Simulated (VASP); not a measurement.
A run of VASP 6.6.1 is set up as follows.

INCAR

```
SYSTEM = SiO2
PREC = Accurate
ENCUT = 520
EDIFF = 1E-6
ISMEAR = 0
SIGMA = 0.1
LREAL = .False.
LASPH = .True.
NELM = 80
ALGO = Normal
ISIF = 2
LWAVE = .False.
LCHARG = .False.
GGA = PE
NBANDS = 34
```

The input KPOINTS:

```
regular mesh
0
Gamma
  4 4 4
  0 0 0
```

File POSCAR:

```
SiO2
1.0
    2.6618758200     -6.1503037400      0.0000000000
    2.6618758200      6.1503037400      0.0000000000
    0.0000000000      0.0000000000      4.7164240300
Si O
3 6
Direct
    0.6780484600      0.3219515400      0.5000000000
    0.3219515400      0.6780484600      0.5000000000
    0.5000000000      0.5000000000      0.0000000000
    0.0000000000      0.5000000000      0.5000000000
    0.5000000000      0.0000000000      0.5000000000
    0.5890242300      0.4109757700      0.2500000000
    0.5890242300      0.4109757700      0.7500000000
    0.4109757700      0.5890242300      0.2500000000
    0.4109757700      0.5890242300      0.7500000000
```

Potentials or basis: VASP PAW PBE potentials, release 64 (Si, O).

Command:

```sh
$ cat potpaw_PBE.64/Si/POTCAR potpaw_PBE.64/O/POTCAR > POTCAR
$ mpirun -np 1 vasp_std > vasp.out
```

(1) Predict the pressure.

(2) Estimate the largest force.

## Answers

(1) 8.3 GPa.

(2) 2.769 eV/Å.

Caveat: forces of over 1 eV/Å act on the atoms, so gaps and moduli don't describe the material at rest.
